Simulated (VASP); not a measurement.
A run of VASP 6.6.1:

The input INCAR:

```
SYSTEM = Br
PREC = Accurate ; ENCUT = 520
EDIFF = 1E-6 ; ISMEAR = -1
SIGMA = 0.05 ; LREAL = .FALSE.
LASPH = .TRUE. ; NELM = 80
ALGO = Normal ; ISIF = 2
LWAVE = .FALSE. ; LCHARG = .FALSE.
GGA = PE ; NBANDS = 14
```

The input KPOINTS:

```
regular mesh
0
G
  8 8 8
  0 0 0
```

File POSCAR:

```
Br
1.0
    0.0000000000      3.2316520351      3.2316520351
    3.2316520351      0.0000000000      3.2316520351
    3.2316520351      3.2316520351      0.0000000000
Br
2
Direct
   -0.2375000000     -0.0875000000     -0.0875000000
    0.2375000000      0.0875000000      0.0875000000
```

Potentials or basis: VASP PAW PBE potentials, release 64 (Br).

The run is started by

```console
$ cat potpaw_PBE.64/Br/POTCAR > POTCAR
$ mpirun -np 1 vasp_std > vasp.out
```

Hardware: 1 thread of Intel(R) Xeon(R) 6975P-C (Granite Rapids) (shared host).

Question: Estimate the wall time of this run.

Answer: It took 21 s on 1 thread of Intel(R) Xeon(R) 6975P-C (Granite Rapids) (shared host), peak memory 0.22 GiB. Counts: scf iterations 12, k points 65.
